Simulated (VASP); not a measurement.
# Al2O3 (Corundum): single point with PBEsol

**Measured values to compare with.**

From “Multi-petahertz electron interference in Cr:Al2O3 solid-state material”, 2018, pmc:5906618, for a bulk crystal of Al2O3: band gap 8.7 eV (optical).

Crystal: Al2O3 (Corundum).

```
Al O
1.0
     2.38025    1.37424    4.33187
    -2.38025    1.37424    4.33187
     0.00000   -2.74848    4.33187
Al O
4 6
Direct
  0.85216 0.85216 0.85216
  0.64784 0.64784 0.64784
  0.14784 0.14784 0.14784
  0.35216 0.35216 0.35216
  0.05668 0.75000 0.44332
  0.75000 0.44332 0.05668
  0.44332 0.05668 0.75000
  0.94332 0.25000 0.55668
  0.25000 0.55668 0.94332
  0.55668 0.94332 0.25000
```

```
Program                : VASP 6.6.1
Task                   : single point
Functional             : PBEsol
Potentials or basis    : VASP PAW PBE potentials, release 64 (Al, O)
Cutoff                 : 520 eV
k mesh                 : 7 × 7 × 7
Occupations            : fermi-dirac, width 0.05 eV
Spin                   : no spin polarisation
Dipole correction      : no
Further INCAR settings : ALGO = Normal; EDIFF = 1e-06; NBANDS = 35
```

```
Pressure               : 1.8 GPa
Largest force          : 0.087 eV/Å
Band gap on the k mesh : 6.12 eV, direct
```

Forces in eV/Å, atoms in the order of the input:
```
Al   0.000  0.000 -0.050
Al   0.000  0.000  0.050
Al   0.000  0.000  0.050
Al   0.000  0.000 -0.050
O   -0.044 -0.075  0.000
O   -0.044  0.075  0.000
O    0.087  0.000  0.000
O    0.044  0.075  0.000
O    0.044 -0.075  0.000
O   -0.087  0.000  0.000
```

Stress tensor (GPa, compression positive):
```
2.04 0.00 0.00
0.00 2.04 0.00
0.00 0.00 1.32
```

Levels at points of the mesh, in eV from the valence-band top:
```csv
k point,band 20,band 21,band 22,band 23,band 24,band 25,band 26,band 27,band 28,band 29
"(0.00, 0.00, 0.00)",-0.50,-0.50,-0.04,-0.04,0.00,6.12,8.98,10.66,11.37,11.37
```

Run time: 100 s on 1 thread of Intel(R) Xeon(R) 6975P-C (Granite Rapids) (shared host), peak memory 0.27 GiB.

A measured gap of Al2O3 is 8.7 eV (optical; quoted in “Multi-petahertz electron interference in Cr:Al2O3 solid-state material”, 2018, pmc:5906618); the calculated 6.12 eV misses it by -2.58 eV. The value is that of PBEsol on a finite k mesh, which can miss the band edges, without temperature or zero-point motion. Semilocal functionals fall short of measured gaps as a rule.

Caveat: the PAW data sets were made with another functional, which shifts forces and pressure a little.
